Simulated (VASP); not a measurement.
# Zn2O (P3m1) in VASP: single point with PBE

Aim: the single point of Zn2O with PBE.

Program: VASP 6.6.1. These are calculated values, not measurements. Logs are shortened: lines on timing, memory, paths and dates and some standing lists are left out, and cuts for length are marked.

## 1. The cell of the first run

Symmetry: P3m1, No. 156, trigonal system. The conventional cell has a = 3.169 Å, b = 3.169 Å, c = 9.570 Å, α = 90.00°, β = 90.00°, γ = 120.00°. Zn (site symmetry 3m) has 4 O at 1.95 to 1.99 Å within 2.6 Å. Within 2.7 Å of Zn (site symmetry 3m) lie 3 O at 2.02 Å. Zn (site symmetry 3m) has 1 O at 1.96 Å and 3 Zn at 2.62 Å within 2.7 Å. Zn (site symmetry 3m) has 12 Zn at 2.62 to 3.17 Å and 1 O at 3.00 Å within 3.5 Å. Within 2.6 Å of O (site symmetry 3m) lie 4 Zn at 1.96 to 1.99 Å. Within 2.6 Å of O (site symmetry 3m) lie 4 Zn at 1.95 to 2.02 Å.

## 2. Single point, PBE

POSCAR reads:

```
Zn2O
1.0
    3.1691815234      0.0000000000      0.0000000000
   -1.5845907617      2.7445917085      0.0000000000
    0.0000000000      0.0000000000      9.5704848784
Zn O
4 2
Direct
    0.3333333333      0.6666666667      0.2732775914
    0.6666666667      0.3333333333      0.5678805618
    0.0000000000      0.0000000000      0.9874108672
    0.3333333333      0.6666666667      0.7911274222
    0.0000000000      0.0000000000      0.1918803314
    0.3333333333      0.6666666667      0.4774232261
```

INCAR.step1 reads:

```
ALGO     = Normal         # electronic algorithm
EDIFF    = 1E-6           # SCF threshold, eV
ENCUT    = 520            # plane-wave cutoff, eV
GGA      = PE             # functional
ISIF     = 2              # what is computed and relaxed
ISMEAR   = 0              # smearing method
LASPH    = True           # aspherical terms in the spheres
LCHARG   = True           # write CHGCAR
LREAL    = False          # projectors in reciprocal space
LWAVE    = False          # write WAVECAR
NBANDS   = 39             # bands
NELM     = 60             # most SCF steps
PREC     = Accurate       # precision mode
SIGMA    = 0.1            # smearing width, eV
```

KPOINTS.step1 reads:

```
k-points
0
Gamma
  12 12 4
```

INCAR.step2 reads:

```
ALGO     = Normal         # electronic algorithm
EDIFF    = 1E-6           # SCF threshold, eV
ENCUT    = 520            # plane-wave cutoff, eV
GGA      = PE             # functional
ICHARG   = 11             # starting density
ISIF     = 2              # what is computed and relaxed
ISMEAR   = -5             # smearing method
LASPH    = True           # aspherical terms in the spheres
LCHARG   = False          # write CHGCAR
LORBIT   = 10             # projections on sites
LREAL    = False          # projectors in reciprocal space
LWAVE    = False          # write WAVECAR
NEDOS    = 1001           # points of the DOS
NELM     = 60             # most SCF steps
PREC     = Accurate       # precision mode
SIGMA    = 0.1            # smearing width, eV
```

KPOINTS.step2 reads:

```
k-points
0
Gamma
  18 18 6
```

Potentials or basis: VASP PAW PBE potentials, release 64 (Zn, O).

Launch:

```sh
> cat potpaw_PBE.64/Zn/POTCAR potpaw_PBE.64/O/POTCAR > POTCAR
> cp INCAR.step1 INCAR
> cp KPOINTS.step1 KPOINTS
> mpirun -np 1 vasp_std > vasp.out
> cp INCAR.step2 INCAR
> cp KPOINTS.step2 KPOINTS
> mpirun -np 1 vasp_std > vasp.out
```

OUTCAR:

```text
EDIFF = 1E-6
   ENCUT = 520
   GGA = PE
   ICHARG = 11
   ISIF = 2
   ISMEAR = -5
   LASPH = True
   LORBIT = 10
   LREAL = False
   NELM = 60
   PREC = Accurate

 ion  position               nearest neighbor table
   1  0.333  0.667  0.273-   6 1.95   5 1.99   5 1.99   5 1.99
   2  0.667  0.333  0.568-   6 2.02   6 2.02   6 2.02   4 2.81   4 2.81   4 2.81
   3  0.000  0.000  0.987-   5 1.96   4 2.62   4 2.62   4 2.62
   4  0.333  0.667  0.791-   3 2.62   3 2.62   3 2.62   2 2.81   2 2.81   2 2.81
   5  0.000  0.000  0.192-   3 1.96   1 1.99   1 1.99   1 1.99
   6  0.333  0.667  0.477-   1 1.95   2 2.02   2 2.02   2 2.02

  LATTYP: Found a hexagonal cell.
 ALAT       =     3.1691815234
 C/A-ratio  =     3.0198601146

  Lattice vectors:

 A1 = (   3.1691815234,   0.0000000000,   0.0000000000)
 A2 = (  -1.5845907617,   2.7445917085,   0.0000000000)
 A3 = (   0.0000000000,   0.0000000000,   9.5704848784)

Analysis of symmetry for initial positions (statically):
=====================================================================
 Subroutine PRICEL returns:
 Original cell was already a primitive cell.

 Routine SETGRP: Setting up the symmetry group for a
 hexagonal supercell.

 Subroutine GETGRP returns: Found  6 space group operations
 (whereof  6 operations were pure point group operations)
 out of a pool of 24 trial point group operations.

The static configuration has the point symmetry C_3v.

Analysis of symmetry for dynamics (positions and initial velocities):
=====================================================================
 Subroutine PRICEL returns:
 Original cell was already a primitive cell.

 Routine SETGRP: Setting up the symmetry group for a
 hexagonal supercell.

 Subroutine GETGRP returns: Found  6 space group operations
 (whereof  6 operations were pure point group operations)
 out of a pool of 24 trial point group operations.

The dynamic configuration has the point symmetry C_3v.

 Subroutine INISYM returns: Found  6 space group operations
 (whereof  6 operations are pure point group operations),
 and found     1 'primitive' translations

----------------------------------------------------------------------------------------

                                     Primitive cell

  volume of cell :      83.2451

  direct lattice vectors                    reciprocal lattice vectors
[... 103 lines left out ...]
   ISIF   =      2    stress and relaxation
   ISYM   =      2    0-nonsym 1-usesym 2-fastsym
   POTIM  = 0.5000    time-step for ionic-motion
   TEBEG  =    0.0;   TEEND  =   0.0 temperature during run
   PSTRESS=    0.0 pullay stress
   NELECT =      60.0000    total number of electrons
   NUPDOWN=      -1.0000    fix difference up-down
   EMIN   =  10.00;   EMAX   =-10.00  energy-range for DOS
   EFERMI =   0.00;   METHOD = LEGACY
   ISMEAR =    -5;   SIGMA  =   0.10  broadening in eV -4-tet -1-fermi 0-gaus
   EFERMI_NEDOS =   21; number of points for ismear=-14 and -15
   IALGO  =     38    algorithm
   IMIX   =      4    mixing-type and parameters
     AMIX     =   0.40;   BMIX     =  1.00
     AMIX_MAG =   1.60;   BMIX_MAG =  1.00
  volume/ion in A,a.u.               =      13.87        93.63
  Fermi-wavevector in a.u.,A,eV,Ry     =   1.467818  2.773774 29.313626  2.154491
  Thomas-Fermi vector in A             =   2.583390
   LORBIT       =     10    0 simple, 1 ext, 2 COOP (PROOUT), +10 PAW based schemes
   GGA     = PE    functional components
   LHFCALC =     F    Hartree Fock is set to
   AEXX    =    0.0000 exact exchange contribution
   IVDW    =     0    specifies the selected vdW correction
   LEPSILON=     F    determine dielectric tensor
   LRPA    =     F    only Hartree local field effects (RPA)
 non-spin polarized calculation
 Fermi weights with tetrahedron method with Bloechl corrections
  energy-cutoff  :      520.00
  volume of cell :       83.25
 maximum number of plane-waves:      2260

 number of electron      59.9999956 magnetization

 Free energy of the ion-electron system (eV)
  ---------------------------------------------------
  ext. energy  EPLUGINS =         0.00000000
  ---------------------------------------------------
  free energy    TOTEN  =       -19.28241161 eV

  energy without entropy =      -19.28241161  energy(sigma->0) =      -19.28241161

 E-fermi :   2.4404     XC(G=0): -10.8559

 val. band max:        2.5838171793   @ k =   0.2778   0.2778   0.3333
 cond. band min:       2.3449541476   @ k =   0.3889   0.0556   0.3333
 fundamental gap:     -0.2388630317
 Fermi energy:         2.4404102220

 k-point     1 :       0.0000    0.0000    0.0000
  band No.  band energies     occupation
      1     -17.0110      2.00000
      2     -16.5389      2.00000
      3      -6.2223      2.00000
      4      -5.4058      2.00000
      5      -5.2300      2.00000
      6      -5.0947      2.00000
[... 925 lines left out ...]
     35       7.8966      0.00000
     36       8.5165      0.00000

 [... further k-points ...]
[... 5 lines left out ...]
  --------------------------------------------------------------------------------------
  -------------------------------------------------------------------------------------
  Total        0.2617508      0.2617508      0.5036614      0.0000000     -0.0000000      0.0000000
  in kB        5.0377879      5.0377879      9.6937200      0.0000000     -0.0000000      0.0000000
  external PRESSURE =       6.5897653 kB  Pullay stress =       0.0000000 kB

 VOLUME and BASIS-vectors are now :
 -----------------------------------------------------------------------------
  energy-cutoff  :      520.00
  volume of cell :       83.25
      direct lattice vectors                 reciprocal lattice vectors
     3.169181523  0.000000000  0.000000000     0.315538884  0.182176459  0.000000000
    -1.584590762  2.744591708  0.000000000     0.000000000  0.364352919  0.000000000
     0.000000000  0.000000000  9.570484878     0.000000000  0.000000000  0.104487914

 POSITION                                       TOTAL-FORCE (eV/Angst)
 -----------------------------------------------------------------------------------
     -0.00000      1.82973      2.61540        -0.000000      0.000000      0.007444
      1.58459      0.91486      5.43489        -0.000000     -0.000000      0.077841
      0.00000      0.00000      9.45000         0.000000     -0.000000     -0.015664
     -0.00000      1.82973      7.57147        -0.000000     -0.000000     -0.060990
      0.00000      0.00000      1.83639         0.000000     -0.000000      0.018818
     -0.00000      1.82973      4.56917         0.000000     -0.000000     -0.027450
 -----------------------------------------------------------------------------------
    total drift:                                0.006280     -0.003625     -0.002144

  FREE ENERGIE OF THE ION-ELECTRON SYSTEM (eV)
  ---------------------------------------------------
  free  energy   TOTEN  =       -19.2824116062 eV

  energy  without entropy=      -19.2824116062  energy(sigma->0) =      -19.28241161

 total charge

# of ion       s       p       d       tot
------------------------------------------
    1        0.460   0.485   9.895  10.841
    2        0.491   0.431   9.828  10.749
    3        0.595   0.373   9.762  10.730
    4        0.601   0.361   9.719  10.682
    5        1.554   3.452   0.000   5.006
    6        1.560   3.430   0.000   4.991
--------------------------------------------------
tot          5.262   8.533  39.204  52.999
```

OUTCAR.step1:

```text
EDIFF = 1E-6
   ENCUT = 520
   GGA = PE
   ISIF = 2
[... 1246 lines left out ...]
      0.00000      0.00000      9.45000         0.000000     -0.000000     -0.060278
     -0.00000      1.82973      7.57147         0.000000     -0.000000     -0.009655
      0.00000      0.00000      1.83639         0.000000     -0.000000      0.002861
     -0.00000      1.82973      4.56917        -0.000000     -0.000000      0.008468
 -----------------------------------------------------------------------------------
    total drift:                               -0.000001      0.000001     -0.001445

  FREE ENERGIE OF THE ION-ELECTRON SYSTEM (eV)
  ---------------------------------------------------
  free  energy   TOTEN  =       -19.2966676871 eV

  energy  without entropy=      -19.2942900257  energy(sigma->0) =      -19.29547886
```

Run time: 10 min. Hardware: 1 thread of Intel Xeon 8259CL, shared host; peak memory 0.52 GiB.

What came out:

* Valence electrons inside the program's atomic spheres: Zn 10.84, 10.75, 10.73, 10.68; O 5.01, 4.99

Levels at points of the mesh, in eV from the Fermi level:
| k point | band 28 | band 29 | band 30 | band 31 | band 32 | band 33 |
| --- | --- | --- | --- | --- | --- | --- |
| (0.00, 0.00, 0.00) | -1.76 | -1.76 | -1.51 | -0.26 | 3.57 | 4.16 |
| (0.50, 0.00, 0.00) | -2.50 | -2.41 | -2.20 | 0.42 | 1.62 | 4.67 |
| (0.00, 0.00, 0.50) | -2.19 | -1.76 | -1.76 | 1.27 | 1.81 | 5.56 |
| (0.50, 0.00, 0.50) | -2.51 | -2.50 | -2.45 | 0.70 | 1.75 | 4.30 |
